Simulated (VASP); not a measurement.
Runs of VASP 6.6.1 on V. The structure is that of space group Fd-3m (No. 227), or close to it. The cells are those of the table. This isn't the form of V at room conditions, which is bcc.

```tsv
spin	cell	k mesh	smearing	gap on the mesh (eV)	pressure (GPa)
off	a = 3.653 Å, angles 60.0°, 2 atoms	12 × 12 × 12	fermi-dirac 0.1 eV	none	(a)
collinear, ferromagnetic start	a = 3.832 Å, angles 60.0°, 2 atoms	10 × 10 × 10	fermi-dirac 0.05 eV	none	0.5
off	a = 3.752 Å, angles 60.0°, 2 atoms	12 × 12 × 12	fermi-dirac 0.1 eV	none	-1.5
off	a = 3.703 Å, angles 60.0°, 2 atoms	17 × 17 × 17	fermi-dirac 0.1 eV	none	0.9
off	a = 3.703 Å, angles 60.0°, 2 atoms	12 × 12 × 12	fermi-dirac 0.1 eV	none	0.9
```

Alike in all rows: task single point; level r2SCAN; potentials or basis VASP PAW PBE potentials, release 64 (V_sv); cutoff (eV) 520.

**Question.** Estimate the missing entries.

**Answer.** (a) 3.8.

Caveats: the PAW data sets were made with another functional, which shifts forces and pressure a little; the cell stands under pressure (at least some runs).

A gap of «none» marks levels without a gap at the run's occupations.
